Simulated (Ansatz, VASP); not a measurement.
Ag3SF in VASP and in Ansatz

```
Ag S F
1.0
     4.58214    0.00000    0.00000
     0.00000    4.58214    0.00000
     0.00000    0.00000    4.58214
Ag S F
3 1 1
Cartesian
  0.0000 2.2911 2.2911
  2.2911 0.0000 2.2911
  2.2911 2.2911 0.0000
  0.0000 0.0000 0.0000
  2.2911 2.2911 2.2911
```

Alike in both runs: functional PBE; k mesh 8 × 8 × 8; occupations gaussian, width 0.1 eV; no spin polarisation.

Ansatz relaxed the structure, and its values are those at the end. VASP's run is a single point on that final structure, the one shown.

|  | VASP | Ansatz |
| --- | --- | --- |
| version | VASP 6.6.1 | Ansatz 0.2.0 |
| potentials or method | VASP PAW PBE potentials, release 64 (Ag, S, F), cutoff 520 eV | scalar-relativistic, plane waves, PAW |
| valence electrons in the cell | 46 | 70 |

|  | VASP | Ansatz | Ansatz less VASP |
| --- | --- | --- | --- |
| gap on the k mesh at the Fermi level (eV) | none | none | - |
| pressure (GPa) | -0.2 | 0.0 | +0.17 |

A gap of «none» marks a metal or a gap that the smearing closes. VASP's potentials hold 46 valence electrons a cell and Ansatz's 70, so a difference there can come from the potentials and not from the codes.
